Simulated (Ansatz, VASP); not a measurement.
# KCl in VASP and in Ansatz

```
K Cl
1.0
     3.83920    0.00000    0.00000
     0.00000    3.83920    0.00000
     0.00000    0.00000    3.83920
K Cl
1 1
Direct
  0.00000 0.00000 0.00000
  0.50000 0.50000 0.47395
```

Alike in both runs: task single point; functional PBEsol; k mesh 6 × 6 × 6; occupations gaussian, width 0.05 eV; no spin polarisation.

```csv
,VASP,Ansatz
version,VASP 6.6.1,Ansatz 0.2.0
potentials or method,"VASP PAW PBE potentials, release 64 (K_sv, Cl), cutoff 520 eV","scalar-relativistic, plane waves, PAW"
valence electrons in the cell,16,16
```

VASP gave:

```
gap on the k mesh at the Fermi level (eV) : 4.62
least direct gap on the mesh (eV)         : 4.83
pressure (GPa)                            : -1.4
rms of the force components (eV/Å)        : 0.029
```

**Question.** Estimate Ansatz's values.

**Answer.** gap on the k mesh at the Fermi level (eV): 4.62; least direct gap on the mesh (eV): 4.83; pressure (GPa): -1.4; rms of the force components (eV/Å): 0.028.

VASP's potentials were made for PBE, not for PBEsol. Atom by atom the forces differ by 0.001 eV/Å (rms over components).
